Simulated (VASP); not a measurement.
# Sn (P6_3/mmc) in VASP: further runs

Aim: see how the results for Sn move with the level of theory and the settings. Levels: LDA, PBEsol, PBE. Tasks: single point.

Program: VASP 6.6.1. These are calculated values, not measurements. Logs are shortened: lines on timing, memory, paths and dates and some standing lists are left out, and cuts for length are marked.

## Step 1: The cell of the first run

It takes space group P6_3/mmc (No. 194, hexagonal). Conventional cell: a = 4.583 Å, b = 4.583 Å, c = 7.459 Å, α = 90.00°, β = 90.00°, γ = 120.00°. Sn (site symmetry 3m) has 4 Sn at 2.80 to 2.81 Å within 3.7 Å.

This isn't the form of Sn at room conditions, which is tetragonal (white tin).

## Step 2: Single point, LDA

Contents of INCAR:

```
SYSTEM = Sn
  ALGO = Normal
  EDIFF = 1E-7
  ENCUT = 520
  ISIF = 2
  ISMEAR = -1
  LASPH = .True.
  LCHARG = .True.
  LELF = .True.
  LREAL = .False.
  LVHAR = .True.
  LWAVE = .False.
  NBANDS = 36
  NELM = 60
  PREC = Accurate
  SIGMA = 0.02
```

Contents of KPOINTS:

```
k-points
0
Gamma
  6 6 4
  0 0 0
```

Contents of POSCAR:

```
Sn
1.0
    4.5831608225      0.0000000000      0.0000000000
   -2.2915804112      3.9691337019      0.0000000000
    0.0000000000      0.0000000000      7.4587422720
Sn
4
Direct
    0.3333333333      0.6666666667     -0.0009246185
    0.6666666667      0.3333333333      0.4990753815
    0.3333333333      0.6666666667      0.3759246185
    0.6666666667      0.3333333333      0.8759246185
```

Potentials or basis: VASP PAW LDA potentials, release 64 (Sn_d).

Started as:

```sh
cat potpaw_LDA.64/Sn_d/POTCAR > POTCAR
mpirun -np 1 vasp_std > vasp.out
```

OUTCAR:

```text
SYSTEM = Sn
   EDIFF = 1E-7
   ENCUT = 520
   ISIF = 2
   ISMEAR = -1
   LASPH = .True.
   LREAL = .False.
   NELM = 60
   PREC = Accurate

 ion  position               nearest neighbor table
   1  0.333  0.667  0.999-   4 2.80   4 2.80   4 2.80   3 2.81
   2  0.667  0.333  0.499-   3 2.80   3 2.80   3 2.80   4 2.81
   3  0.333  0.667  0.376-   2 2.80   2 2.80   2 2.80   1 2.81
   4  0.667  0.333  0.876-   1 2.80   1 2.80   1 2.80   2 2.81

  LATTYP: Found a hexagonal cell.
 ALAT       =     4.5831608225
 C/A-ratio  =     1.6274232044

  Lattice vectors:

 A1 = (   4.5831608225,   0.0000000000,   0.0000000000)
 A2 = (  -2.2915804112,   3.9691337019,   0.0000000000)
 A3 = (   0.0000000000,   0.0000000000,   7.4587422720)

Analysis of symmetry for initial positions (statically):
=====================================================================
 Subroutine PRICEL returns:
 Original cell was already a primitive cell.

 Routine SETGRP: Setting up the symmetry group for a
 hexagonal supercell.

 Subroutine GETGRP returns: Found 24 space group operations
 (whereof  6 operations were pure point group operations)
 out of a pool of 24 trial point group operations.

The static configuration has the point symmetry C_3v.
 The point group associated with its full space group is D_6h.

Analysis of symmetry for dynamics (positions and initial velocities):
=====================================================================
 Subroutine PRICEL returns:
 Original cell was already a primitive cell.

 Routine SETGRP: Setting up the symmetry group for a
 hexagonal supercell.

 Subroutine GETGRP returns: Found 24 space group operations
 (whereof  6 operations were pure point group operations)
 out of a pool of 24 trial point group operations.

The dynamic configuration has the point symmetry C_3v.
 The point group associated with its full space group is D_6h.

 Subroutine INISYM returns: Found 24 space group operations
 (whereof  6 operations are pure point group operations),
 and found     1 'primitive' translations

----------------------------------------------------------------------------------------

                                     Primitive cell

  volume of cell :     135.6833

  direct lattice vectors                    reciprocal lattice vectors
     4.583160823  0.000000000  0.000000000     0.218190031  0.125972073  0.000000000
    -2.291580411  3.969133702  0.000000000     0.000000000  0.251944146  0.000000000
     0.000000000  0.000000000  7.458742272     0.000000000  0.000000000  0.134070861

  length of vectors
     4.583160823  4.583160822  7.458742272     0.251944146  0.251944146  0.134070861

  position of ions in fractional coordinates (direct lattice)
     0.333333333  0.666666667  0.999075381
     0.666666667  0.333333333  0.499075381
     0.333333333  0.666666667  0.375924619
     0.666666667  0.333333333  0.875924619

  ion indices of the primitive-cell ions
   primitive index   ion index
                 1           1
                 2           2
                 3           3
                 4           4

----------------------------------------------------------------------------------------

 KPOINTS: k-points

Automatic generation of k-mesh.
 Grid dimensions read from file:
 generate k-points for:    6    6    4

 Generating k-lattice:

  Cartesian coordinates                     Fractional coordinates (reciprocal lattice)
     0.036365005  0.020995345  0.000000000     0.166666667 -0.000000000  0.000000000
     0.000000000  0.041990691  0.000000000     0.000000000  0.166666667  0.000000000
     0.000000000  0.000000000  0.033517715     0.000000000  0.000000000  0.250000000

  Length of vectors
     0.041990691  0.041990691  0.033517715

  Shift w.r.t. Gamma in fractional coordinates (k-lattice)
     0.000000000  0.000000000  0.000000000

 Subroutine IBZKPT returns following result:
 ===========================================

 Found     21 irreducible k-points:

 Following reciprocal coordinates:
            Coordinates               Weight
  0.000000  0.000000  0.000000      1.000000
  0.166667  0.000000  0.000000      6.000000
  0.333333  0.000000  0.000000      6.000000
  0.500000  0.000000  0.000000      3.000000
  0.166667  0.166667  0.000000      6.000000
  0.333333  0.166667  0.000000     12.000000
[... 13 lines left out ...]
  0.333333  0.166667  0.500000     12.000000
  0.333333  0.333333  0.500000      2.000000
   k-points           NKPTS =     21   k-points in BZ     NKDIM =     21   number of bands    NBANDS=     36
   number of dos      NEDOS =    301   number of ions     NIONS =      4
   total plane-waves  NPLWV =  72576
   dimension x,y,z NGX =    36 NGY =   36 NGZ =   56
   dimension x,y,z NGXF=    72 NGYF=   72 NGZF=  112
   ions per type =               4
   NGX,Y,Z   is equivalent  to a cutoff of  13.06, 13.06, 12.48 a.u.
   NGXF,Y,Z  is equivalent  to a cutoff of  26.12, 26.12, 24.96 a.u.
 SYSTEM =  Sn
   PREC   = accura    normal or accurate (medium, high low for compatibility)
   ISTART =      0    job   : 0-new  1-cont  2-samecut
   ICHARG =      2    charge: 1-file 2-atom 10-const
   ISPIN  =      1    spin polarized calculation?
   LNONCOLLINEAR =      F non collinear calculations
   LSORBIT =      F    spin-orbit coupling
   LASPH  =      T    aspherical Exc in radial PAW
   ENCUT  =  520.0 eV  38.22 Ry    6.18 a.u.   8.52  8.52 13.87*2*pi/ulx,y,z
   NELM   =     60;   NELMIN=  2; NELMDL= -5     # of ELM steps
   EDIFF  = 0.1E-06   stopping-criterion for ELM
   LREAL  =      F    real-space projection
   EDIFFG = 0.1E-05   stopping-criterion for IOM
   NSW    =      0    number of steps for IOM
   IBRION =     -1    ionic relax: 0-MD 1-quasi-New 2-CG
   NFREE  =      0    steps in history (QN), initial steepest desc. (CG)
   ISIF   =      2    stress and relaxation
   ISYM   =      2    0-nonsym 1-usesym 2-fastsym
   POTIM  = 0.5000    time-step for ionic-motion
   TEBEG  =    0.0;   TEEND  =   0.0 temperature during run
   PSTRESS=    0.0 pullay stress
   NELECT =      56.0000    total number of electrons
   NUPDOWN=      -1.0000    fix difference up-down
   EMIN   =  10.00;   EMAX   =-10.00  energy-range for DOS
   EFERMI =   0.00;   METHOD = LEGACY
   ISMEAR =    -1;   SIGMA  =   0.02  broadening in eV -4-tet -1-fermi 0-gaus
   EFERMI_NEDOS =   21; number of points for ismear=-14 and -15
   IALGO  =     38    algorithm
   IMIX   =      4    mixing-type and parameters
     AMIX     =   0.40;   BMIX     =  1.00
     AMIX_MAG =   1.60;   BMIX_MAG =  1.00
  volume/ion in A,a.u.               =      33.92       228.91
  Fermi-wavevector in a.u.,A,eV,Ry     =   1.218883  2.303355 20.213847  1.485676
  Thomas-Fermi vector in A             =   2.354154
   LORBIT       =      0    0 simple, 1 ext, 2 COOP (PROOUT), +10 PAW based schemes
   GGA     = CA    functional components
   LHFCALC =     F    Hartree Fock is set to
   AEXX    =    0.0000 exact exchange contribution
   IVDW    =     0    specifies the selected vdW correction
   LEPSILON=     F    determine dielectric tensor
   LRPA    =     F    only Hartree local field effects (RPA)
 non-spin polarized calculation
  energy-cutoff  :      520.00
  volume of cell :      135.68
 maximum number of plane-waves:      3677
 NGX is ok and might be reduce to    36
   NGX = 17   NGY = 17   NGZ = 27

 number of electron      55.9999983 magnetization

 Free energy of the ion-electron system (eV)
  ---------------------------------------------------
  ext. energy  EPLUGINS =         0.00000000
  ---------------------------------------------------
  free energy    TOTEN  =       -17.80006628 eV

  energy without entropy =      -17.79940579  energy(sigma->0) =      -17.79973603

 E-fermi :   5.3264     XC(G=0):  -9.2181

 val. band max:        5.3036844821   @ k =   0.0000   0.0000   0.2500
 cond. band min:       5.5077591382   @ k =   0.0000   0.0000   0.0000
 fundamental gap:      0.2040746561
 Fermi energy:         5.3264129742

 k-point     1 :       0.0000    0.0000    0.0000
  band No.  band energies     occupation
      1     -16.2278      2.00000
      2     -16.2278      2.00000
      3     -16.1843      2.00000
      4     -16.1721      2.00000
      5     -16.1721      2.00000
      6     -16.1497      2.00000
[... 28 lines left out ...]
     35       9.2890      0.00000
     36      10.1524      0.00000

 k-point     2 :       0.1667    0.0000    0.0000
  band No.  band energies     occupation
      1     -16.2489      2.00000
      2     -16.2359      2.00000
      3     -16.2009      2.00000
      4     -16.1856      2.00000
      5     -16.1713      2.00000
      6     -16.1270      2.00000
[... 28 lines left out ...]
     35      10.1804      0.00000
     36      10.4037      0.00000

 k-point     3 :       0.3333    0.0000    0.0000
  band No.  band energies     occupation
      1     -16.2621      2.00000
      2     -16.2449      2.00000
      3     -16.2266      2.00000
      4     -16.2032      2.00000
      5     -16.1573      2.00000
      6     -16.1079      2.00000
[... 28 lines left out ...]
     35      11.0474      0.00000
     36      11.2239      0.00000

 k-point     4 :       0.5000    0.0000    0.0000
  band No.  band energies     occupation
      1     -16.2569      2.00000
      2     -16.2473      2.00000
      3     -16.2443      2.00000
      4     -16.2095      2.00000
      5     -16.1400      2.00000
      6     -16.1013      2.00000
[... 28 lines left out ...]
     35      11.8757      0.00000
     36      11.8996      0.00000

 k-point     5 :       0.1667    0.1667    0.0000
  band No.  band energies     occupation
      1     -16.2587      2.00000
      2     -16.2513      2.00000
      3     -16.2181      2.00000
      4     -16.2085      2.00000
      5     -16.1519      2.00000
      6     -16.1103      2.00000
[... 538 lines left out ...]
 k-point    19 :       0.1667    0.1667    0.5000
  band No.  band energies     occupation
      1     -16.2315      2.00000
      2     -16.2315      2.00000
      3     -16.2240      2.00000
      4     -16.2240      2.00000
      5     -16.1457      2.00000
      6     -16.1457      2.00000
[... 28 lines left out ...]
     35      10.2090      0.00000
     36      10.2090      0.00000

 k-point    20 :       0.3333    0.1667    0.5000
  band No.  band energies     occupation
      1     -16.2457      2.00000
      2     -16.2457      2.00000
      3     -16.2259      2.00000
      4     -16.2259      2.00000
      5     -16.1279      2.00000
      6     -16.1279      2.00000
[... 28 lines left out ...]
     35      10.9824      0.00000
     36      10.9824      0.00000

 k-point    21 :       0.3333    0.3333    0.5000
  band No.  band energies     occupation
      1     -16.2583      2.00000
      2     -16.2583      2.00000
      3     -16.2264      2.00000
      4     -16.2264      2.00000
      5     -16.1173      2.00000
      6     -16.1173      2.00000
[... 28 lines left out ...]
     35      10.6852      0.00000
     36      10.6852      0.00000

------------------------ aborting loop because EDIFF is reached ----------------------------------------

  FORCE on cell =-STRESS in cart. coord.  units (eV):
  Direction    XX          YY          ZZ          XY          YZ          ZX
  --------------------------------------------------------------------------------------
  -------------------------------------------------------------------------------------
  Total       -0.0293383     -0.0293383      0.0469850     -0.0000000      0.0000000      0.0000000
  in kB       -0.3464333     -0.3464333      0.5548091     -0.0000000      0.0000000      0.0000000
  external PRESSURE =      -0.0460192 kB  Pullay stress =       0.0000000 kB

 VOLUME and BASIS-vectors are now :
 -----------------------------------------------------------------------------
  energy-cutoff  :      520.00
  volume of cell :      135.68
      direct lattice vectors                 reciprocal lattice vectors
     4.583160823  0.000000000  0.000000000     0.218190031  0.125972073  0.000000000
    -2.291580411  3.969133702  0.000000000     0.000000000  0.251944146  0.000000000
     0.000000000  0.000000000  7.458742272     0.000000000  0.000000000  0.134070861

 POSITION                                       TOTAL-FORCE (eV/Angst)
 -----------------------------------------------------------------------------------
     -0.00000      2.64609      7.45185        -0.000000      0.000000      0.000353
      2.29158      1.32304      3.72247         0.000000      0.000000      0.000353
     -0.00000      2.64609      2.80392        -0.000000      0.000000     -0.000353
      2.29158      1.32304      6.53330         0.000000     -0.000000     -0.000353
 -----------------------------------------------------------------------------------
    total drift:                               -0.000000      0.000000      0.000000

  FREE ENERGIE OF THE ION-ELECTRON SYSTEM (eV)
  ---------------------------------------------------
  free  energy   TOTEN  =       -17.8000662758 eV

  energy  without entropy=      -17.7994057885  energy(sigma->0) =      -17.79973603
```

Run time: 56 s. Hardware: 1 thread of AMD EPYC 9R45 (Zen 5), shared host; peak memory 0.21 GiB.

Results:

```
Free energy            : -17.8001 eV
Pressure               : 0.0 GPa
Band gap on the k mesh : zero (bands 28 and 29 overlap by 0.20 eV)
```

Caveat: spin-orbit coupling is left out, which moves the levels of the heavy elements.

## Step 3: Single point, PBEsol

This run uses another cell than the first one, of 34.96 Å³/atom.

Contents of INCAR:

```
  PREC = Accurate
  ENCUT = 520
  EDIFF = 1E-6
  ISMEAR = -1
  SIGMA = 0.02
  LREAL = F
  LASPH = T
  NELM = 60
  ALGO = Normal
  ISIF = 2
  LWAVE = F
  LCHARG = F
  GGA = PS
  NBANDS = 36
```

Contents of KPOINTS:

```
Automatic mesh
0
Gamma
  6 6 4
```

Contents of POSCAR:

```
Sn
1.0
    4.6284906689      0.0000000000      0.0000000000
   -2.3142453344      4.0083905004      0.0000000000
    0.0000000000      0.0000000000      7.5379979097
Sn
4
Direct
    0.3333333333      0.6666666667     -0.0008776026
    0.6666666667      0.3333333333      0.4991223974
    0.3333333333      0.6666666667      0.3758776026
    0.6666666667      0.3333333333      0.8758776026
```

Potentials or basis: VASP PAW PBE potentials, release 64 (Sn_d).

Started as:

```sh
cat potpaw_PBE.64/Sn_d/POTCAR > POTCAR
mpirun -np 1 vasp_std > vasp.out
```

It took 55 s on 1 thread of AMD EPYC 9R45 (Zen 5), shared host; peak memory 0.25 GiB.

The run converged. Its results:

* Free energy: -16.8488 eV
* Pressure: -0.1 GPa
* Band gap on the k mesh: zero (bands 28 and 29 overlap by 0.19 eV)

Levels at points of the mesh, in eV from the Fermi level:
| k point | band 25 | band 26 | band 27 | band 28 | band 29 | band 30 | band 31 | band 32 |
| --- | --- | --- | --- | --- | --- | --- | --- | --- |
| (0.00, 0.00, 0.00) | -1.05 | -0.66 | -0.27 | 0.17 | 0.27 | 0.27 | 2.06 | 2.06 |
| (0.50, 0.00, 0.00) | -3.39 | -2.31 | -1.96 | -0.99 | 0.65 | 1.33 | 3.29 | 3.34 |
| (0.00, 0.00, 0.50) | -0.53 | -0.53 | -0.53 | -0.53 | 0.36 | 0.36 | 2.97 | 2.97 |
| (0.50, 0.00, 0.50) | -1.82 | -1.82 | -1.77 | -1.77 | 0.59 | 0.59 | 2.04 | 2.04 |

Caveat: the PAW data sets were made with another functional, which shifts forces and pressure a little; spin-orbit coupling is left out, which moves the levels of the heavy elements.

## Step 4: Single point, PBE

This run uses another cell than the first one, of 35.41 Å³/atom.

Contents of INCAR:

```
PREC = Accurate ; ENCUT = 520
EDIFF = 1E-6 ; ISMEAR = -1
SIGMA = 0.02 ; LREAL = F
LASPH = T ; NELM = 60
ALGO = Normal ; ISIF = 2
LWAVE = F ; LCHARG = T
GGA = PE ; LELF = T
LVHAR = T ; NBANDS = 36
```

KPOINTS is that of step 3.

Contents of POSCAR:

```
Sn
1.0
    4.6349415438      0.0000000000      0.0000000000
   -2.3174707719      4.0139771220      0.0000000000
    0.0000000000      0.0000000000      7.6138913059
Sn
4
Direct
    0.3333333333      0.6666666667      0.0002405641
    0.6666666667      0.3333333333      0.5002405641
    0.3333333333      0.6666666667      0.3747594359
    0.6666666667      0.3333333333      0.8747594359
```

Potentials or basis: VASP PAW PBE potentials, release 64 (Sn_d).

Started as:

```sh
cat potpaw_PBE.64/Sn_d/POTCAR > POTCAR
mpirun -np 1 vasp_std > vasp.out
```

OUTCAR:

```text
PREC = Accurate
   ENCUT = 520
   EDIFF = 1E-6
   ISMEAR = -1
   LREAL = F
   LASPH = T
   NELM = 60
   ISIF = 2
   GGA = PE

 ion  position               nearest neighbor table
   1  0.333  0.667  0.000-   4 2.84   4 2.84   4 2.84   3 2.85
   2  0.667  0.333  0.500-   3 2.84   3 2.84   3 2.84   4 2.85
   3  0.333  0.667  0.375-   2 2.84   2 2.84   2 2.84   1 2.85
   4  0.667  0.333  0.875-   1 2.84   1 2.84   1 2.84   2 2.85

  LATTYP: Found a hexagonal cell.
 ALAT       =     4.6349415438
[... 1011 lines left out ...]

  FORCE on cell =-STRESS in cart. coord.  units (eV):
  Direction    XX          YY          ZZ          XY          YZ          ZX
  --------------------------------------------------------------------------------------
  -------------------------------------------------------------------------------------
  Total        1.4140196      1.4140196      1.1556527      0.0000000     -0.0000000      0.0000000
  in kB       15.9933777     15.9933777     13.0710988      0.0000000     -0.0000000      0.0000000
  external PRESSURE =      15.0192847 kB  Pullay stress =       0.0000000 kB

 VOLUME and BASIS-vectors are now :
 -----------------------------------------------------------------------------
  energy-cutoff  :      520.00
  volume of cell :      141.65
      direct lattice vectors                 reciprocal lattice vectors
     4.634941544  0.000000000  0.000000000     0.215752451  0.124564736  0.000000000
    -2.317470772  4.013977122  0.000000000     0.000000000  0.249129472  0.000000000
     0.000000000  0.000000000  7.613891306     0.000000000  0.000000000  0.131338886

 POSITION                                       TOTAL-FORCE (eV/Angst)
 -----------------------------------------------------------------------------------
     -0.00000      2.67598      0.00183         0.000000      0.000000     -0.045532
      2.31747      1.33799      3.80878        -0.000000     -0.000000     -0.045532
     -0.00000      2.67598      2.85338        -0.000000      0.000000      0.045532
      2.31747      1.33799      6.66032        -0.000000     -0.000000      0.045532
 -----------------------------------------------------------------------------------
    total drift:                               -0.000000      0.000000      0.000000

  FREE ENERGIE OF THE ION-ELECTRON SYSTEM (eV)
  ---------------------------------------------------
  free  energy   TOTEN  =       -15.2728592744 eV

  energy  without entropy=      -15.2720472842  energy(sigma->0) =      -15.27245328
```

stdout:

```text
POSCAR found type information on POSCAR Sn
 POSCAR found :  1 types and       4 ions
 scaLAPACK will be used
 LDA part: xc-table for (Slater+PW92), standard interpolation
 POSCAR, INCAR and KPOINTS ok, starting setup
 FFT: planning ... GRIDC
 FFT: planning ... GRID_SOFT
 FFT: planning ... GRID
 WAVECAR not read
 entering main loop
```

Run time: 63 s. Hardware: 1 thread of AMD EPYC 9R45 (Zen 5), shared host; peak memory 0.26 GiB.

What came out:

* Free energy: -15.2729 eV
* Pressure: 1.5 GPa
* Largest force: 0.046 eV/Å
* Band gap on the k mesh: zero (bands 28 and 29 overlap by 0.09 eV)

Forces on the atoms (eV/Å):
```
Sn   0.000  0.000 -0.046
Sn   0.000  0.000 -0.046
Sn   0.000  0.000  0.046
Sn   0.000  0.000  0.046
```

Caveat: spin-orbit coupling is left out, which moves the levels of the heavy elements.

(Continued in part 2 of 2.)
